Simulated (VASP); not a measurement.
# CuO (Fm-3m) in VASP: notebook

CuO is run at these levels: PBE+U; tasks: single point.

All numbers are computed with VASP 6.6.1; they aren't measurements. Logs are shortened: lines on timing, memory, paths and dates and some standing lists are left out, and cuts for length are marked.

### 1 The cell of the first run

It takes space group Fm-3m (No. 225, cubic). Conventional cell: a = 4.303 Å, b = 4.303 Å, c = 4.303 Å, α = 90.00°, β = 90.00°, γ = 90.00°. Cu (site symmetry m-3m) has 6 O at 2.15 Å within 2.8 Å. Within 2.8 Å of O (site symmetry m-3m) lie 6 Cu at 2.15 Å.

### 2 Single point, PBE+U, collinear spin

Contents of POSCAR:

```
CuO
1.0
    4.3027391600      2.1513695800      2.1513695800
    2.1513695800      4.3027391600      2.1513695800
    2.1513695800      2.1513695800      4.3027391600
Cu O
2 2
Direct
    0.0000000000      0.0000000000      0.0000000000
    0.5000000000      0.5000000000      0.5000000000
    0.2500000000      0.2500000000      0.2500000000
    0.7500000000      0.7500000000      0.7500000000
```

Contents of INCAR.step1:

```
PREC = Accurate
ENCUT = 520
EDIFF = 1E-6
ISMEAR = -1
SIGMA = 0.0106
LREAL = False
LASPH = True
NELM = 200
ALGO = Normal
ISIF = 2
LWAVE = False
LCHARG = True
ISPIN = 2
MAGMOM = -1.9 -1.9 0 0
LMAXMIX = 4
LDAU = True
LDAUTYPE = 2
LDAUL = 2 -1
LDAUU = 1.72 0
LDAUJ = 0 0
LDAUPRINT = 1
GGA = PE
NBANDS = 29
GGA_COMPAT = False
NEDOS = 2001
LORBIT = 11
```

Contents of KPOINTS.step1:

```
regular mesh
0
Gamma
  7 7 7
```

Contents of INCAR.step2:

```
PREC = Accurate
ENCUT = 520
EDIFF = 1E-6
ISMEAR = -5
SIGMA = 0.0106
LREAL = False
LASPH = True
NELM = 200
ALGO = Normal
ISIF = 2
LWAVE = False
LCHARG = False
ISPIN = 2
MAGMOM = -1.9 -1.9 0 0
LORBIT = 11
LMAXMIX = 4
LDAU = True
LDAUTYPE = 2
LDAUL = 2 -1
LDAUU = 1.72 0
LDAUJ = 0 0
LDAUPRINT = 1
GGA = PE
NEDOS = 1001
ICHARG = 11
GGA_COMPAT = False
```

Contents of KPOINTS.step2:

```
regular mesh
0
Gamma
  11 11 11
```

Potentials or basis: VASP PAW PBE potentials, release 64 (Cu, O).

Command:

```console
> cat potpaw_PBE.64/Cu/POTCAR potpaw_PBE.64/O/POTCAR > POTCAR
> cp INCAR.step1 INCAR
> cp KPOINTS.step1 KPOINTS
> mpirun -np 1 vasp_std > vasp.out
> cp INCAR.step2 INCAR
> cp KPOINTS.step2 KPOINTS
> mpirun -np 1 vasp_std > vasp.out
```

OUTCAR:

```text
PREC = Accurate
   ENCUT = 520
   EDIFF = 1E-6
   ISMEAR = -5
   LREAL = False
   LASPH = True
   NELM = 200
   ISIF = 2
   ISPIN = 2
   LORBIT = 11
   GGA = PE
   ICHARG = 11

 ion  position               nearest neighbor table
   1  0.000  0.000  0.000-   4 2.15   4 2.15   4 2.15   3 2.15   3 2.15   3 2.15
   2  0.500  0.500  0.500-   3 2.15   3 2.15   3 2.15   4 2.15   4 2.15   4 2.15
   3  0.250  0.250  0.250-   1 2.15   1 2.15   1 2.15   2 2.15   2 2.15   2 2.15
   4  0.750  0.750  0.750-   2 2.15   2 2.15   2 2.15   1 2.15   1 2.15   1 2.15

  LATTYP: Found a trigonal (rhomboedric) cell.
 ALAT       =     5.2697577191
 COS(alpha) =     0.8333333333

  Lattice vectors:

 A1 = (   4.3027391600,   2.1513695800,   2.1513695800)
 A2 = (   2.1513695800,   4.3027391600,   2.1513695800)
 A3 = (   2.1513695800,   2.1513695800,   4.3027391600)

Analysis of symmetry for initial positions (statically):
=====================================================================
 Subroutine PRICEL returns following result:

  LATTYP: Found a face centered cubic cell.
 ALAT       =     4.3027391600
[... 12 lines left out ...]
 Subroutine GETGRP returns: Found 12 space group operations
 (whereof 12 operations were pure point group operations)
 out of a pool of 12 trial point group operations.

The static configuration has the point symmetry D_3d.

Analysis of symmetry for dynamics (positions and initial velocities):
=====================================================================
 Subroutine PRICEL returns following result:

  LATTYP: Found a face centered cubic cell.
 ALAT       =     4.3027391600
[... 12 lines left out ...]
 Subroutine GETGRP returns: Found 12 space group operations
 (whereof 12 operations were pure point group operations)
 out of a pool of 12 trial point group operations.

The dynamic configuration has the point symmetry D_3d.

Analysis of structural, dynamic, and magnetic symmetry:
=====================================================================
 Subroutine PRICEL returns following result:

  LATTYP: Found a face centered cubic cell.
 ALAT       =     4.3027391600
[... 12 lines left out ...]
 Subroutine GETGRP returns: Found 12 space group operations
 (whereof 12 operations were pure point group operations)
 out of a pool of 12 trial point group operations.

The overall configuration has the point symmetry D_3d.

 Subroutine INISYM returns: Found 12 space group operations
 (whereof 12 operations are pure point group operations),
 and found     2 'primitive' translations

----------------------------------------------------------------------------------------

                                     Primitive cell

  volume of cell :      19.9148

  direct lattice vectors                    reciprocal lattice vectors
     0.000000000 -2.151369580  2.151369580     0.232410091 -0.232410091  0.232410091
    -2.151369580  0.000000000  2.151369580    -0.232410091  0.232410091  0.232410091
    -2.151369580 -2.151369580  0.000000000    -0.232410091 -0.232410091 -0.232410091

  length of vectors
     3.042496038  3.042496038  3.042496038     0.402546086  0.402546086  0.402546086

  position of ions in fractional coordinates (direct lattice)
[... 129 lines left out ...]
  0.0000  0.9616  0.0000  0.0000 -0.0000
 -0.0000  0.0000  0.7866  0.0000 -0.0000
  0.0000  0.0000  0.0000  0.9616  0.0000
 -0.0000 -0.0000 -0.0000  0.0000  0.7866

spin component  2

  0.9640 -0.0001  0.0000 -0.0001  0.0000
 -0.0001  0.9640 -0.0000 -0.0001  0.0000
  0.0000 -0.0000  0.9257 -0.0000 -0.0000
 -0.0001 -0.0001 -0.0000  0.9640 -0.0000
  0.0000  0.0000 -0.0000 -0.0000  0.9257

 occupancies and eigenvectors

  o =  0.7866  v =  0.0000 -0.0001  0.0000  0.0001 -1.0000  0.0000  0.0000  0.0000  0.0000  0.0000      0.0000  0.0000  0.0000  0.0000  0.0000  0.0000  0.0000  0.0000  0.0000  0.0000
  o =  0.7866  v =  0.0002 -0.0001  1.0000 -0.0001  0.0000  0.0000  0.0000  0.0000  0.0000  0.0000      0.0000  0.0000  0.0000  0.0000  0.0000  0.0000  0.0000  0.0000  0.0000  0.0000
  o =  0.9257  v =  0.0000  0.0000  0.0000  0.0000  0.0000  0.0000  0.0005  0.0000 -0.0005 -1.0000      0.0000  0.0000  0.0000  0.0000  0.0000  0.0000  0.0000  0.0000  0.0000  0.0000
  o =  0.9257  v =  0.0000  0.0000  0.0000  0.0000  0.0000  0.0006 -0.0003 -1.0000 -0.0003 -0.0000      0.0000  0.0000  0.0000  0.0000  0.0000  0.0000  0.0000  0.0000  0.0000  0.0000
  o =  0.9616  v =  0.0000 -0.7071 -0.0000  0.7071  0.0002  0.0000  0.0000  0.0000  0.0000  0.0000      0.0000  0.0000  0.0000  0.0000  0.0000  0.0000  0.0000  0.0000  0.0000  0.0000
  o =  0.9616  v = -0.8165  0.4083  0.0002  0.4083  0.0000  0.0000  0.0000  0.0000  0.0000  0.0000      0.0000  0.0000  0.0000  0.0000  0.0000  0.0000  0.0000  0.0000  0.0000  0.0000
  o =  0.9616  v =  0.5774  0.5773 -0.0000  0.5773  0.0000  0.0000  0.0000  0.0000  0.0000  0.0000      0.0000  0.0000  0.0000  0.0000  0.0000  0.0000  0.0000  0.0000  0.0000  0.0000
  o =  0.9638  v =  0.0000  0.0000  0.0000  0.0000  0.0000  0.5773  0.5774 -0.0000  0.5774  0.0000      0.0000  0.0000  0.0000  0.0000  0.0000  0.0000  0.0000  0.0000  0.0000  0.0000
  o =  0.9642  v =  0.0000  0.0000  0.0000  0.0000  0.0000  0.0000 -0.7071 -0.0000  0.7071 -0.0007      0.0000  0.0000  0.0000  0.0000  0.0000  0.0000  0.0000  0.0000  0.0000  0.0000
  o =  0.9642  v =  0.0000  0.0000  0.0000  0.0000  0.0000 -0.8165  0.4082 -0.0007  0.4082  0.0000      0.0000  0.0000  0.0000  0.0000  0.0000  0.0000  0.0000  0.0000  0.0000  0.0000

atom =   2  type =  1  l = 2

 onsite density matrix

spin component  1

  0.9616  0.0000 -0.0000  0.0000 -0.0000
  0.0000  0.9616  0.0000  0.0000 -0.0000
 -0.0000  0.0000  0.7866  0.0000 -0.0000
  0.0000  0.0000  0.0000  0.9616  0.0000
 -0.0000 -0.0000 -0.0000  0.0000  0.7866

spin component  2

  0.9640 -0.0001  0.0000 -0.0001  0.0000
 -0.0001  0.9640 -0.0000 -0.0001  0.0000
  0.0000 -0.0000  0.9257 -0.0000 -0.0000
 -0.0001 -0.0001 -0.0000  0.9640 -0.0000
  0.0000  0.0000 -0.0000 -0.0000  0.9257

 occupancies and eigenvectors

  o =  0.7866  v =  0.0000 -0.0001  0.0000  0.0001 -1.0000  0.0000  0.0000  0.0000  0.0000  0.0000      0.0000  0.0000  0.0000  0.0000  0.0000  0.0000  0.0000  0.0000  0.0000  0.0000
  o =  0.7866  v =  0.0002 -0.0001  1.0000 -0.0001  0.0000  0.0000  0.0000  0.0000  0.0000  0.0000      0.0000  0.0000  0.0000  0.0000  0.0000  0.0000  0.0000  0.0000  0.0000  0.0000
  o =  0.9257  v =  0.0000  0.0000  0.0000  0.0000  0.0000 -0.0000 -0.0005  0.0000  0.0005  1.0000      0.0000  0.0000  0.0000  0.0000  0.0000  0.0000  0.0000  0.0000  0.0000  0.0000
  o =  0.9257  v =  0.0000  0.0000  0.0000  0.0000  0.0000  0.0006 -0.0003 -1.0000 -0.0003  0.0000      0.0000  0.0000  0.0000  0.0000  0.0000  0.0000  0.0000  0.0000  0.0000  0.0000
  o =  0.9616  v =  0.0000 -0.7071  0.0000  0.7071  0.0002  0.0000  0.0000  0.0000  0.0000  0.0000      0.0000  0.0000  0.0000  0.0000  0.0000  0.0000  0.0000  0.0000  0.0000  0.0000
  o =  0.9616  v = -0.8165  0.4083  0.0002  0.4083  0.0000  0.0000  0.0000  0.0000  0.0000  0.0000      0.0000  0.0000  0.0000  0.0000  0.0000  0.0000  0.0000  0.0000  0.0000  0.0000
  o =  0.9616  v =  0.5774  0.5773 -0.0000  0.5773  0.0000  0.0000  0.0000  0.0000  0.0000  0.0000      0.0000  0.0000  0.0000  0.0000  0.0000  0.0000  0.0000  0.0000  0.0000  0.0000
  o =  0.9638  v =  0.0000  0.0000  0.0000  0.0000  0.0000  0.5773  0.5774 -0.0000  0.5774 -0.0000      0.0000  0.0000  0.0000  0.0000  0.0000  0.0000  0.0000  0.0000  0.0000  0.0000
  o =  0.9642  v =  0.0000  0.0000  0.0000  0.0000  0.0000  0.0000  0.7071  0.0000 -0.7071  0.0007      0.0000  0.0000  0.0000  0.0000  0.0000  0.0000  0.0000  0.0000  0.0000  0.0000
  o =  0.9642  v =  0.0000  0.0000  0.0000  0.0000  0.0000 -0.8165  0.4082 -0.0007  0.4082  0.0000      0.0000  0.0000  0.0000  0.0000  0.0000  0.0000  0.0000  0.0000  0.0000  0.0000

 number of electron      34.0000015 magnetization      -0.9200576

 Free energy of the ion-electron system (eV)
  ---------------------------------------------------
  ext. energy  EPLUGINS =         0.00000000
  ---------------------------------------------------
  free energy    TOTEN  =       -17.78995269 eV

  energy without entropy =      -17.78995269  energy(sigma->0) =      -17.78995269

 E-fermi :   5.3023     XC(G=0): -12.1205

 val. band max:        5.4414554902   @ k =   0.2727   0.2727   0.2727
 cond. band min:       5.2672540105   @ k =   0.2727   0.1818   0.0909
 fundamental gap:     -0.1742014797
 Fermi energy:         5.3023124225

 spin component 1

 k-point     1 :       0.0000    0.0000    0.0000
  band No.  band energies     occupation
      1     -13.4943      1.00000
      2     -12.3310      1.00000
      3      -1.5073      1.00000
      4       0.9193      1.00000
      5       0.9193      1.00000
      6       2.7753      1.00000
[... 1241 lines left out ...]
     22      16.1691      0.00000
     23      17.4327      0.00000

 [... further k-points ...]
[... 5 lines left out ...]
  --------------------------------------------------------------------------------------
  -------------------------------------------------------------------------------------
  Total       -1.8114086     -1.8114086     -1.8114086     -0.0372107     -0.0372107     -0.0372107
  in kB      -72.8654983    -72.8654983    -72.8654983     -1.4968317     -1.4968317     -1.4968317
  external PRESSURE =     -72.8654983 kB  Pullay stress =       0.0000000 kB

 VOLUME and BASIS-vectors are now :
 -----------------------------------------------------------------------------
  energy-cutoff  :      520.00
  volume of cell :       39.83
      direct lattice vectors                 reciprocal lattice vectors
     4.302739160  2.151369580  2.151369580     0.348615137 -0.116205046 -0.116205046
     2.151369580  4.302739160  2.151369580    -0.116205046  0.348615137 -0.116205046
     2.151369580  2.151369580  4.302739160    -0.116205046 -0.116205046  0.348615137

 POSITION                                       TOTAL-FORCE (eV/Angst)
 -----------------------------------------------------------------------------------
      0.00000      0.00000      0.00000         0.000000      0.000000      0.000000
      4.30274      4.30274      4.30274        -0.000000     -0.000000      0.000000
      2.15137      2.15137      2.15137        -0.000000     -0.000000      0.000000
      6.45411      6.45411      6.45411         0.000000      0.000000     -0.000000
 -----------------------------------------------------------------------------------
    total drift:                                0.000000      0.000000     -0.000000

  FREE ENERGIE OF THE ION-ELECTRON SYSTEM (eV)
  ---------------------------------------------------
  free  energy   TOTEN  =       -17.7899526868 eV

  energy  without entropy=      -17.7899526868  energy(sigma->0) =      -17.78995269

 total charge

# of ion       s       p       d       tot
------------------------------------------
    1        0.292   0.290   9.182   9.763
    2        0.292   0.290   9.182   9.763
    3        1.578   3.324   0.000   4.901
    4        1.578   3.324   0.000   4.901
--------------------------------------------------
tot          3.739   7.226  18.363  29.329

 magnetization (x)

# of ion       s       p       d       tot
------------------------------------------
    1        0.003  -0.002  -0.289  -0.289
    2        0.003  -0.002  -0.289  -0.289
    3       -0.004  -0.159   0.000  -0.163
    4       -0.004  -0.159   0.000  -0.163
--------------------------------------------------
tot         -0.001  -0.322  -0.579  -0.902
```

Run time: 16 min. Hardware: 1 thread of Oxide Virtual Turin-like, shared host; peak memory 0.37 GiB.

Results:

```yaml
Net_moment: -0.92 μB per cell
Site_moments: Cu -0.29; O -0.16 μB
Valence_electrons_inside_the_program's_atomic_spheres: Cu 9.76; O 4.90
```

Levels at points of the mesh, in eV from the Fermi level:
Spin up:
```tsv
k point	band 13	band 14	band 15	band 16	band 17	band 18	band 19	band 20
(0.00, 0.00, 0.00)	-1.85	-1.83	-1.83	-1.49	0.99	0.99	1.54	5.97
```
Spin down:
```csv
k point,band 15,band 16,band 17,band 18,band 19,band 20
"(0.00, 0.00, 0.00)",-2.12,-1.69,0.41,0.41,1.44,5.93
```

Eigenvalues of the final occupation matrices:
```csv
site,spin,trace,eigenvalues
site 1 d,1,4.46,0.79 0.79 0.96 0.96 0.96
site 1 d,2,4.74,0.93 0.93 0.96 0.96 0.96
site 2 d,1,4.46,0.79 0.79 0.96 0.96 0.96
site 2 d,2,4.74,0.93 0.93 0.96 0.96 0.96
```

Caveat: a moment this small can come from the mesh or the smearing.

### 3 Single point, PBE+U, collinear spin

POSCAR is that of step 2.

Contents of INCAR.step1:

```
SYSTEM = CuO
  PREC = Accurate
  ENCUT = 520
  EDIFF = 1E-6
  ISMEAR = -1
  SIGMA = 0.0106
  LREAL = .FALSE.
  LASPH = .TRUE.
  NELM = 200
  ALGO = Normal
  ISIF = 2
  LWAVE = .FALSE.
  LCHARG = .TRUE.
  ISPIN = 2
  MAGMOM = 1 1 0 0
  LMAXMIX = 4
  LDAU = .TRUE.
  LDAUTYPE = 2
  LDAUL = 2 -1
  LDAUU = 1.72 0
  LDAUJ = 0 0
  LDAUPRINT = 1
  GGA = PE
  NBANDS = 29
  GGA_COMPAT = .FALSE.
  NEDOS = 2001
  LORBIT = 11
```

Contents of KPOINTS.step1:

```
regular mesh
0
G
  7 7 7
  0 0 0
```

Contents of INCAR.step2:

```
SYSTEM = CuO
  PREC = Accurate
  ENCUT = 520
  EDIFF = 1E-6
  ISMEAR = -5
  SIGMA = 0.0106
  LREAL = .FALSE.
  LASPH = .TRUE.
  NELM = 200
  ALGO = Normal
  ISIF = 2
  LWAVE = .FALSE.
  LCHARG = .FALSE.
  ISPIN = 2
  MAGMOM = 1 1 0 0
  LORBIT = 11
  LMAXMIX = 4
  LDAU = .TRUE.
  LDAUTYPE = 2
  LDAUL = 2 -1
  LDAUU = 1.72 0
  LDAUJ = 0 0
  LDAUPRINT = 1
  GGA = PE
  NEDOS = 1001
  ICHARG = 11
  GGA_COMPAT = .FALSE.
```

Contents of KPOINTS.step2:

```
regular mesh
0
G
  11 11 11
  0 0 0
```

Potentials or basis: VASP PAW PBE potentials, release 64 (Cu, O).

Command:

```console
> cat potpaw_PBE.64/Cu/POTCAR potpaw_PBE.64/O/POTCAR > POTCAR
> cp INCAR.step1 INCAR
> cp KPOINTS.step1 KPOINTS
> mpirun -np 1 vasp_std > vasp.out
> cp INCAR.step2 INCAR
> cp KPOINTS.step2 KPOINTS
> mpirun -np 1 vasp_std > vasp.out
```

Run time: 17 min. Hardware: 1 thread of Oxide Virtual Turin-like, shared host; peak memory 0.37 GiB.

The run converged. Its results:

```yaml
Net_moment: 0.92 μB per cell
Site_moments: Cu +0.29; O +0.16 μB
Valence_electrons_inside_the_program's_atomic_spheres: Cu 9.76; O 4.90
```

Levels at points of the mesh, in eV from the Fermi level:
Spin up:
```tsv
k point	band 13	band 14	band 15	band 16	band 17	band 18	band 19	band 20	band 21	band 22
(0.00, 0.00, 0.00)	-2.13	-2.13	-2.12	-1.69	0.41	0.41	1.44	5.93	9.34	13.78
```
Spin down:
```tsv
k point	band 12	band 13	band 14	band 15	band 16	band 17	band 18	band 19	band 20	band 21
(0.00, 0.00, 0.00)	-1.85	-1.85	-1.83	-1.83	-1.49	0.99	0.99	1.54	5.97	9.52
```

Eigenvalues of the final occupation matrices:
```
    site  spin  trace               eigenvalues
site 1 d     1   4.74  0.93 0.93 0.96 0.96 0.96
site 1 d     2   4.46  0.79 0.79 0.96 0.96 0.96
site 2 d     1   4.74  0.93 0.93 0.96 0.96 0.96
site 2 d     2   4.46  0.79 0.79 0.96 0.96 0.96
```

Caveat: a moment this small can come from the mesh or the smearing.
